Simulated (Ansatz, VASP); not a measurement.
**BN: VASP beside Ansatz**

The input POSCAR:

```
BN
1.0
    0.0000000000      1.7687289557      1.7687289557
    1.7687289557      0.0000000000      1.7687289557
    1.7687289557      1.7687289557      0.0000000000
B N
1 1
Direct
    0.0000000000      0.0000000000      0.0000000000
    0.2500000000      0.2500000000      0.2500000000
```

The input INCAR.step1:

```
SYSTEM = BN
PREC = Accurate
ENCUT = 520
ISMEAR = 0
SIGMA = 0.01
LREAL = .False.
LASPH = .True.
NELM = 100
NBANDS = 11
GGA = PE
ALGO = Normal
EDIFF = 1E-4
LWAVE = .True.
LCHARG = .False.
```

File INCAR.step2:

```
SYSTEM = BN
PREC = Accurate
ENCUT = 520
EDIFF = 1E-6
ISMEAR = 0
SIGMA = 0.01
LREAL = .False.
LASPH = .True.
NELM = 100
ALGO = Normal
ISIF = 2
LWAVE = .False.
LCHARG = .False.
METAGGA = R2SCAN
LMIXTAU = .True.
NBANDS = 11
ISTART = 1
```

The input KPOINTS:

```
regular mesh
0
Gamma
  12 12 12
  0 0 0
```

Input for Ansatz:

```yaml
crystal:
  lattice:
    - [0.0, 1.7687289557, 1.7687289557]
    - [1.7687289557, 0.0, 1.7687289557]
    - [1.7687289557, 1.7687289557, 0.0]
  atoms:
    - { symbol: B, position: [0.0, 0.0, 0.0] }
    - { symbol: "N", position: [0.25, 0.25, 0.25] }
kpoints:
  mp_grid: { grid: [12, 12, 12] }
  band_path:
    path:
      - [0.0, 0.0, 0.0]
      - [-0.5, -0.5, 0.0]
      - [-0.375, -0.375, 0.25]
      - [-0.375, 0.0, 0.375]
      - [0.0, 0.0, 0.5]
      - [-0.5, -0.25, 0.25]
      - [0.0, 0.5, 0.5]
    npoints: 1
hamiltonian:
  xc: r2scan
scf:
  occupations: { method: fixed }
  n_extra_bands: 4
output:
  forces: true
  stress: true
  eigenvalues: true
```

Change from the starting cell: hydrostatic strain -2.0%.

Alike in both runs: task single point; functional r2SCAN; k mesh 12 × 12 × 12; no spin polarisation.

```csv
,VASP,Ansatz
version,VASP 6.6.1,Ansatz 0.2.0
potentials or method,"VASP PAW PBE potentials, release 64 (B, N)","plane waves, PAW"
plane-wave cutoff (eV),520,500
occupations,"gaussian, width 0.01 eV",fixed
valence electrons in the cell,8,8
```

|  | VASP | Ansatz | Ansatz less VASP |
| --- | --- | --- | --- |
| gap on the k mesh at the Fermi level (eV) | 5.05 | 5.08 | +0.026 |
| pressure (GPa) | 27.9 | 26.5 | -1.35 |

VASP's potentials were made for PBE, not for r2SCAN.
